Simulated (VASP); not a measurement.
Write the native input for VASP 6.6.1 that does the following.

```yaml
Task: single point
Functional: PBE
Potentials_or_basis: VASP PAW PBE potentials, release 64 (Mg, Sn_d, O)
Cutoff: 520 eV
k_mesh: 4 × 4 × 4
Occupations: gaussian, width 0.1 eV
Spin: no spin polarisation
Dipole_correction: no
Further_INCAR_settings: ALGO = Normal; EDIFF = 1e-06; NBANDS = 29
```

The structure of MgSnO4 lies in POSCAR:

```
MgSnO4
1.0
    0.0000000000      3.2647532967      3.2647532967
    3.2647532967      0.0000000000      3.2647532967
    3.2647532967      3.2647532967      0.0000000000
Mg Sn O
1 1 4
Direct
    0.0000000000      0.0000000000      0.0000000000
    0.7500000000      0.7500000000      0.7500000000
    0.8697066685      0.3767644438      0.3767644438
    0.3767644438      0.3767644438      0.3767644438
    0.3767644438      0.8697066685      0.3767644438
    0.3767644438      0.3767644438      0.8697066685
```

The cell was built from a structure type or drawn by symmetry, and may not be a known phase.

The input as run:

INCAR

```
SYSTEM = MgSnO4
PREC = Accurate
ENCUT = 520
EDIFF = 1E-6
ISMEAR = 0
SIGMA = 0.1
LREAL = .FALSE.
LASPH = .TRUE.
NELM = 100
ALGO = Normal
ISIF = 2
LWAVE = .FALSE.
LCHARG = .FALSE.
GGA = PE
NBANDS = 29
```

KPOINTS

```
regular mesh
0
G
  4 4 4
  0 0 0
```

Potentials or basis: VASP PAW PBE potentials, release 64 (Mg, Sn_d, O).

Launch:

```console
$ cat potpaw_PBE.64/Mg/POTCAR potpaw_PBE.64/Sn_d/POTCAR potpaw_PBE.64/O/POTCAR > POTCAR
$ mpirun -np 1 vasp_std > vasp.out
```

It gave:

```yaml
Pressure: -0.3 GPa
Band_gap_on_the_k_mesh: zero (bands 20 and 21 overlap by 0.60 eV)
```

Caveat: the k points lie up to 0.42 Å⁻¹ apart, too coarse for converged energies and pressures of a metal; semilocal functionals underestimate gaps, so a narrow gap can read as zero; spin-orbit coupling is left out, which moves the levels of the heavy elements.

Wall time 26 s on 1 thread of Intel(R) Xeon(R) Platinum 8488C (Sapphire Rapids), on a shared host, peak memory 0.2 GiB.
